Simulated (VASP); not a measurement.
# TiAl3F (Pm-3m) in VASP: notebook

The runs below take TiAl3F through single point, with PBE.

Program: VASP 6.6.1. These are calculated values, not measurements. Logs are shortened: lines on timing, memory, paths and dates and some standing lists are left out, and cuts for length are marked.

## (1) The cell of the first run

Symmetry: Pm-3m, No. 221, cubic system. The conventional cell has a = 4.134 Å, b = 4.134 Å, c = 4.134 Å, α = 90.00°, β = 90.00°, γ = 90.00°. Ti (site symmetry m-3m) has 12 Al at 2.92 Å and 8 F at 3.58 Å within 3.9 Å. Within 2.7 Å of Al (site symmetry 4/mmm) lie 2 F at 2.07 Å. F (site symmetry m-3m) has 6 Al at 2.07 Å within 2.7 Å.

The cell was generated, and may not be a known phase.

## (2) Single point, PBE, collinear spin

File INCAR:

```
PREC     = Accurate       # precision mode
ENCUT    = 520            # plane-wave cutoff, eV
EDIFF    = 1E-6           # SCF threshold, eV
ISMEAR   = 0              # smearing method
SIGMA    = 0.1            # smearing width, eV
LREAL    = False          # projectors in reciprocal space
LASPH    = True           # aspherical terms in the spheres
NELM     = 150            # most SCF steps
ALGO     = Normal         # electronic algorithm
ISIF     = 2              # what is computed and relaxed
LWAVE    = False          # write WAVECAR
LCHARG   = True           # write CHGCAR
ISPIN    = 2              # spin polarisation
MAGMOM   = 1 0 0 0 0      # initial moments
LORBIT   = 11             # projections on sites
LMAXMIX  = 4              # l up to which the mixer works
GGA      = PE             # functional
LELF     = True           # ELF
LVHAR    = True         
NBANDS   = 26             # bands
```

File KPOINTS:

```
Automatic mesh
0
Gamma
  4 4 4
```

File POSCAR:

```
TiAl3F
1.0
    4.1344894500      0.0000000000      0.0000000000
    0.0000000000      4.1344894500      0.0000000000
    0.0000000000      0.0000000000      4.1344894500
Ti Al F
1 3 1
Direct
    0.0000000000      0.0000000000      0.0000000000
    0.0000000000      0.5000000000      0.5000000000
    0.5000000000      0.0000000000      0.5000000000
    0.5000000000      0.5000000000      0.0000000000
    0.5000000000      0.5000000000      0.5000000000
```

Potentials or basis: VASP PAW PBE potentials, release 64 (Ti_sv, Al, F).

On the command line:

```bash
$ cat potpaw_PBE.64/Ti_sv/POTCAR potpaw_PBE.64/Al/POTCAR potpaw_PBE.64/F/POTCAR > POTCAR
$ mpirun -np 1 vasp_std > vasp.out
```

OUTCAR:

```text
PREC = Accurate
   ENCUT = 520
   EDIFF = 1E-6
   ISMEAR = 0
   LREAL = False
   LASPH = True
   NELM = 150
   ISIF = 2
   ISPIN = 2
   LORBIT = 11
   GGA = PE

 ion  position               nearest neighbor table
   1  0.000  0.000  0.000-   2 2.92   3 2.92   4 2.92   2 2.92   3 2.92   2 2.92   4 2.92   2 2.92
                             3 2.92   4 2.92   3 2.92   4 2.92
   2  0.000  0.500  0.500-   5 2.07   5 2.07   4 2.92   1 2.92   1 2.92   4 2.92   1 2.92   3 2.92
                             1 2.92   3 2.92   4 2.92   3 2.92   4 2.92   3 2.92
   3  0.500  0.000  0.500-   5 2.07   5 2.07   4 2.92   1 2.92   1 2.92   4 2.92   2 2.92   4 2.92
                             2 2.92   4 2.92   1 2.92   2 2.92   1 2.92   2 2.92
   4  0.500  0.500  0.000-   5 2.07   5 2.07   3 2.92   1 2.92   2 2.92   3 2.92   2 2.92   1 2.92
                             3 2.92   3 2.92   1 2.92   2 2.92   2 2.92   1 2.92
   5  0.500  0.500  0.500-   2 2.07   3 2.07   4 2.07   4 2.07   3 2.07   2 2.07

  LATTYP: Found a simple cubic cell.
 ALAT       =     4.1344894500

  Lattice vectors:

 A1 = (   4.1344894500,   0.0000000000,   0.0000000000)
 A2 = (   0.0000000000,   4.1344894500,   0.0000000000)
 A3 = (   0.0000000000,   0.0000000000,   4.1344894500)

Analysis of symmetry for initial positions (statically):
=====================================================================
 Subroutine PRICEL returns:
 Original cell was already a primitive cell.

 Routine SETGRP: Setting up the symmetry group for a
 simple cubic supercell.

 Subroutine GETGRP returns: Found 48 space group operations
 (whereof 48 operations were pure point group operations)
 out of a pool of 48 trial point group operations.

The static configuration has the point symmetry O_h .

Analysis of symmetry for dynamics (positions and initial velocities):
=====================================================================
 Subroutine PRICEL returns:
 Original cell was already a primitive cell.

 Routine SETGRP: Setting up the symmetry group for a
 simple cubic supercell.

 Subroutine GETGRP returns: Found 48 space group operations
 (whereof 48 operations were pure point group operations)
 out of a pool of 48 trial point group operations.

The dynamic configuration has the point symmetry O_h .

Analysis of structural, dynamic, and magnetic symmetry:
=====================================================================
 Subroutine PRICEL returns:
 Original cell was already a primitive cell.

 Routine SETGRP: Setting up the symmetry group for a
 simple cubic supercell.

 Subroutine GETGRP returns: Found 48 space group operations
 (whereof 48 operations were pure point group operations)
 out of a pool of 48 trial point group operations.

The overall configuration has the point symmetry O_h .

 Subroutine INISYM returns: Found 48 space group operations
 (whereof 48 operations are pure point group operations),
 and found     1 'primitive' translations

----------------------------------------------------------------------------------------

                                     Primitive cell

  volume of cell :      70.6750

  direct lattice vectors                    reciprocal lattice vectors
     4.134489450  0.000000000  0.000000000     0.241867832  0.000000000  0.000000000
     0.000000000  4.134489450  0.000000000     0.000000000  0.241867832  0.000000000
     0.000000000  0.000000000  4.134489450     0.000000000  0.000000000  0.241867832

  length of vectors
     4.134489450  4.134489450  4.134489450     0.241867832  0.241867832  0.241867832

  position of ions in fractional coordinates (direct lattice)
     0.000000000  0.000000000  0.000000000
     0.000000000  0.500000000  0.500000000
     0.500000000  0.000000000  0.500000000
     0.500000000  0.500000000  0.000000000
     0.500000000  0.500000000  0.500000000

  ion indices of the primitive-cell ions
   primitive index   ion index
                 1           1
                 2           2
                 3           3
                 4           4
                 5           5

----------------------------------------------------------------------------------------

 KPOINTS: Automatic mesh

Automatic generation of k-mesh.
 Grid dimensions read from file:
 generate k-points for:    4    4    4

 Generating k-lattice:

  Cartesian coordinates                     Fractional coordinates (reciprocal lattice)
     0.060466958  0.000000000  0.000000000     0.250000000  0.000000000  0.000000000
     0.000000000  0.060466958  0.000000000     0.000000000  0.250000000  0.000000000
     0.000000000  0.000000000  0.060466958     0.000000000  0.000000000  0.250000000

  Length of vectors
     0.060466958  0.060466958  0.060466958

  Shift w.r.t. Gamma in fractional coordinates (k-lattice)
     0.000000000  0.000000000  0.000000000

 Subroutine IBZKPT returns following result:
 ===========================================

 Found     10 irreducible k-points:

 Following reciprocal coordinates:
            Coordinates               Weight
  0.000000  0.000000  0.000000      1.000000
  0.250000  0.000000  0.000000      6.000000
  0.500000  0.000000  0.000000      3.000000
  0.250000  0.250000  0.000000     12.000000
  0.500000  0.250000  0.000000     12.000000
  0.500000  0.500000  0.000000      3.000000
  0.250000  0.250000  0.250000      8.000000
  0.500000  0.250000  0.250000     12.000000
  0.500000  0.500000  0.250000      6.000000
  0.500000  0.500000  0.500000      1.000000
   k-points           NKPTS =     10   k-points in BZ     NKDIM =     10   number of bands    NBANDS=     26
   number of dos      NEDOS =    301   number of ions     NIONS =      5
   total plane-waves  NPLWV =  32768
   dimension x,y,z NGX =    32 NGY =   32 NGZ =   32
   dimension x,y,z NGXF=    64 NGYF=   64 NGZF=   64
   ions per type =               1   3   1
   NGX,Y,Z   is equivalent  to a cutoff of  12.87, 12.87, 12.87 a.u.
   NGXF,Y,Z  is equivalent  to a cutoff of  25.73, 25.73, 25.73 a.u.
 SYSTEM =  unknown system
   PREC   = accura    normal or accurate (medium, high low for compatibility)
   ISTART =      0    job   : 0-new  1-cont  2-samecut
   ICHARG =      2    charge: 1-file 2-atom 10-const
   ISPIN  =      2    spin polarized calculation?
   LNONCOLLINEAR =      F non collinear calculations
   LSORBIT =      F    spin-orbit coupling
   LASPH  =      T    aspherical Exc in radial PAW
   ENCUT  =  520.0 eV  38.22 Ry    6.18 a.u.   7.69  7.69  7.69*2*pi/ulx,y,z
   NELM   =    150;   NELMIN=  2; NELMDL= -5     # of ELM steps
   EDIFF  = 0.1E-05   stopping-criterion for ELM
   LREAL  =      F    real-space projection
   EDIFFG = 0.1E-04   stopping-criterion for IOM
   NSW    =      0    number of steps for IOM
   IBRION =     -1    ionic relax: 0-MD 1-quasi-New 2-CG
   NFREE  =      0    steps in history (QN), initial steepest desc. (CG)
   ISIF   =      2    stress and relaxation
   ISYM   =      2    0-nonsym 1-usesym 2-fastsym
   POTIM  = 0.5000    time-step for ionic-motion
   TEBEG  =    0.0;   TEEND  =   0.0 temperature during run
   PSTRESS=    0.0 pullay stress
   NELECT =      28.0000    total number of electrons
   NUPDOWN=      -1.0000    fix difference up-down
   EMIN   =  10.00;   EMAX   =-10.00  energy-range for DOS
   EFERMI =   0.00;   METHOD = LEGACY
   ISMEAR =     0;   SIGMA  =   0.10  broadening in eV -4-tet -1-fermi 0-gaus
   EFERMI_NEDOS =   21; number of points for ismear=-14 and -15
   IALGO  =     38    algorithm
   IMIX   =      4    mixing-type and parameters
     AMIX     =   0.40;   BMIX     =  1.00
     AMIX_MAG =   1.60;   BMIX_MAG =  1.00
  volume/ion in A,a.u.               =      14.13        95.39
  Fermi-wavevector in a.u.,A,eV,Ry     =   1.202372  2.272154 19.669930  1.445699
  Thomas-Fermi vector in A             =   2.338155
   LORBIT       =     11    0 simple, 1 ext, 2 COOP (PROOUT), +10 PAW based schemes
   GGA     = PE    functional components
   LHFCALC =     F    Hartree Fock is set to
   AEXX    =    0.0000 exact exchange contribution
   IVDW    =     0    specifies the selected vdW correction
   LEPSILON=     F    determine dielectric tensor
   LRPA    =     F    only Hartree local field effects (RPA)
 spin polarized calculation
 Gauss-broadening in eV      SIGMA  =   0.10
  energy-cutoff  :      520.00
  volume of cell :       70.67
 maximum number of plane-waves:      1935
 NGX is ok and might be reduce to    32
   NGX = 15   NGY = 15   NGZ = 15

 number of electron      28.0000006 magnetization       0.0002403

 number of electron      28.0000006 magnetization      -0.0000661

 Free energy of the ion-electron system (eV)
  ---------------------------------------------------
  ext. energy  EPLUGINS =         0.00000000
  ---------------------------------------------------
  free energy    TOTEN  =       -22.91706244 eV

  energy without entropy =      -22.90635395  energy(sigma->0) =      -22.91170819

 E-fermi :   8.6356     XC(G=0): -10.8316

 val. band max:        8.5860610118   @ k =   0.2500   0.2500   0.0000
 cond. band min:       8.7306196478   @ k =   0.5000   0.0000   0.0000
 fundamental gap:      0.1445586360
 Fermi energy:         8.6355813883

 spin component 1

 k-point     1 :       0.0000    0.0000    0.0000
  band No.  band energies     occupation
      1     -48.1535      1.00000
      2     -24.4215      1.00000
      3     -24.4215      1.00000
      4     -24.4215      1.00000
      5     -19.9483      1.00000
      6      -2.0706      1.00000
[... 18 lines left out ...]
     25      15.3693      0.00000
     26      15.3693      0.00000
[... 237 lines left out ...]
      3     -24.4296      1.00000
      4     -24.4296      1.00000
      5     -19.8777      1.00000
      6      -2.5199      1.00000
[... 18 lines left out ...]
     25      19.0154      0.00000
     26      19.0154      0.00000
 Fermi energy:         8.6355813883

 spin component 2

 k-point     1 :       0.0000    0.0000    0.0000
  band No.  band energies     occupation
      1     -48.1534      1.00000
      2     -24.4214      1.00000
      3     -24.4214      1.00000
      4     -24.4214      1.00000
      5     -19.9483      1.00000
      6      -2.0706      1.00000
[... 18 lines left out ...]
     25      15.3693      0.00000
     26      15.3693      0.00000
[... 238 lines left out ...]
      4     -24.4295      1.00000
      5     -19.8777      1.00000
      6      -2.5199      1.00000
[... 18 lines left out ...]
     25      19.0154      0.00000
     26      19.0157      0.00000

------------------------ aborting loop because EDIFF is reached ----------------------------------------

  FORCE on cell =-STRESS in cart. coord.  units (eV):
  Direction    XX          YY          ZZ          XY          YZ          ZX
  --------------------------------------------------------------------------------------
  -------------------------------------------------------------------------------------
  Total        3.7207357      3.7207357      3.7207357      0.0000000     -0.0000000      0.0000000
  in kB       84.3477955     84.3477955     84.3477955      0.0000000     -0.0000000      0.0000000
  external PRESSURE =      84.3477955 kB  Pullay stress =       0.0000000 kB

 VOLUME and BASIS-vectors are now :
 -----------------------------------------------------------------------------
  energy-cutoff  :      520.00
  volume of cell :       70.67
      direct lattice vectors                 reciprocal lattice vectors
     4.134489450  0.000000000  0.000000000     0.241867832  0.000000000  0.000000000
     0.000000000  4.134489450  0.000000000     0.000000000  0.241867832  0.000000000
     0.000000000  0.000000000  4.134489450     0.000000000  0.000000000  0.241867832

 POSITION                                       TOTAL-FORCE (eV/Angst)
 -----------------------------------------------------------------------------------
      0.00000      0.00000      0.00000         0.000000      0.000000      0.000000
      0.00000      2.06724      2.06724         0.000000      0.000000      0.000000
      2.06724      0.00000      2.06724         0.000000      0.000000      0.000000
      2.06724      2.06724      0.00000         0.000000      0.000000      0.000000
      2.06724      2.06724      2.06724         0.000000      0.000000      0.000000
 -----------------------------------------------------------------------------------
    total drift:                                0.000000      0.000000     -0.000000

  FREE ENERGIE OF THE ION-ELECTRON SYSTEM (eV)
  ---------------------------------------------------
  free  energy   TOTEN  =       -22.9170624387 eV

  energy  without entropy=      -22.9063539462  energy(sigma->0) =      -22.91170819

 total charge

# of ion       s       p       d       tot
------------------------------------------
    1        2.149   6.085   1.966  10.200
    2        0.427   0.342   0.000   0.769
    3        0.427   0.342   0.000   0.769
    4        0.427   0.342   0.000   0.769
    5        1.771   4.436   0.000   6.208
--------------------------------------------------
tot          5.200  11.549   1.966  18.715

 magnetization (x)

# of ion       s       p       d       tot
------------------------------------------
    1       -0.000  -0.000   0.000   0.000
    2        0.000  -0.000   0.000   0.000
    3        0.000  -0.000   0.000   0.000
    4        0.000  -0.000   0.000   0.000
    5       -0.000   0.000   0.000   0.000
--------------------------------------------------
tot         -0.000  -0.000   0.000   0.000
```

Run time: 21 s. Hardware: 1 thread of AMD EPYC 9R45 (Zen 5), shared host; peak memory 0.18 GiB.

What came out:

```yaml
Free_energy: -22.9171 eV
Pressure: 8.4 GPa
Band_gap_on_the_k_mesh: zero (filled and empty bands overlap)
Net_moment: 0.00 μB per cell
Valence_electrons_inside_the_program's_atomic_spheres: Ti 10.20; Al 0.77; F 6.21
```

Caveat: the k points lie up to 0.38 Å⁻¹ apart.

## (3) Single point, PBE, collinear spin

This run uses another cell than the first one, of 15.46 Å³/atom.

File INCAR:

```
SYSTEM = TiAl3F
ALGO = Normal
EDIFF = 1E-6
ENCUT = 520
GGA = PE
ISIF = 2
ISMEAR = 0
ISPIN = 2
LASPH = .TRUE.
LCHARG = .FALSE.
LMAXMIX = 4
LORBIT = 11
LREAL = .FALSE.
LWAVE = .FALSE.
MAGMOM = 1 0 0 0 0
NBANDS = 26
NELM = 150
PREC = Accurate
SIGMA = 0.1
```

File KPOINTS:

```
k-points
0
G
  4 4 4
  0 0 0
```

POSCAR: that of step 2 with these lines changed.

```diff
@@ -2,5 +2,5 @@
 1.0
-    4.1344894500      0.0000000000      0.0000000000
-    0.0000000000      4.1344894500      0.0000000000
-    0.0000000000      0.0000000000      4.1344894500
+    4.2593809657      0.0000000000      0.0000000000
+    0.0000000000      4.2593809657      0.0000000000
+    0.0000000000      0.0000000000      4.2593809657
 Ti Al F
```

Potentials or basis: VASP PAW PBE potentials, release 64 (Ti_sv, Al, F).

On the command line:

```bash
$ cat potpaw_PBE.64/Ti_sv/POTCAR potpaw_PBE.64/Al/POTCAR potpaw_PBE.64/F/POTCAR > POTCAR
$ mpirun -np 1 vasp_std > vasp.out
```

OUTCAR:

```text
SYSTEM = TiAl3F
   EDIFF = 1E-6
   ENCUT = 520
   GGA = PE
   ISIF = 2
   ISMEAR = 0
   ISPIN = 2
   LASPH = .TRUE.
   LORBIT = 11
   LREAL = .FALSE.
   NELM = 150
   PREC = Accurate

 ion  position               nearest neighbor table
   1  0.000  0.000  0.000-   2 3.01   3 3.01   4 3.01   2 3.01   3 3.01   2 3.01   4 3.01   2 3.01
                             3 3.01   4 3.01   3 3.01   4 3.01
   2  0.000  0.500  0.500-   5 2.13   5 2.13   4 3.01   1 3.01   1 3.01   4 3.01   1 3.01   3 3.01
                             1 3.01   3 3.01   4 3.01   3 3.01   4 3.01   3 3.01
   3  0.500  0.000  0.500-   5 2.13   5 2.13   4 3.01   1 3.01   1 3.01   4 3.01   2 3.01   4 3.01
                             2 3.01   4 3.01   1 3.01   2 3.01   1 3.01   2 3.01
   4  0.500  0.500  0.000-   5 2.13   5 2.13   3 3.01   1 3.01   2 3.01   3 3.01   2 3.01   1 3.01
[... 807 lines left out ...]
      0.00000      0.00000      0.00000         0.000000      0.000000      0.000000
      0.00000      2.12969      2.12969         0.000000      0.000000      0.000000
      2.12969      0.00000      2.12969         0.000000      0.000000      0.000000
      2.12969      2.12969      0.00000         0.000000      0.000000      0.000000
      2.12969      2.12969      2.12969         0.000000      0.000000      0.000000
 -----------------------------------------------------------------------------------
    total drift:                                0.000000      0.000000     -0.000000

  FREE ENERGIE OF THE ION-ELECTRON SYSTEM (eV)
  ---------------------------------------------------
  free  energy   TOTEN  =       -23.0824550947 eV

  energy  without entropy=      -23.0691513124  energy(sigma->0) =      -23.07580320

 total charge

# of ion       s       p       d       tot
------------------------------------------
    1        2.139   6.063   1.916  10.118
    2        0.438   0.307   0.000   0.745
    3        0.438   0.307   0.000   0.745
    4        0.438   0.307   0.000   0.745
    5        1.767   4.404   0.000   6.172
--------------------------------------------------
tot          5.219  11.389   1.916  18.524

 magnetization (x)

# of ion       s       p       d       tot
------------------------------------------
    1       -0.000  -0.000   0.000  -0.000
    2        0.000  -0.000   0.000   0.000
    3        0.000  -0.000   0.000   0.000
    4        0.000  -0.000   0.000   0.000
    5        0.000   0.000   0.000   0.000
--------------------------------------------------
tot         -0.000  -0.000   0.000   0.000
```

Wall time 20 s (1 thread of AMD EPYC 9R45 (Zen 5), shared host); peak memory 0.18 GiB.

Results:

```
Free energy                                           : -23.0825 eV
Pressure                                              : -0.1 GPa
Band gap on the k mesh                                : zero (filled and empty bands overlap)
Net moment                                            : 0.00 μB per cell
Valence electrons inside the program's atomic spheres : Ti 10.12; Al 0.74; F 6.17
```

Caveat: the k points lie up to 0.37 Å⁻¹ apart.

The gap in the log of VASP goes by the Fermi energy; the results here count the filled bands.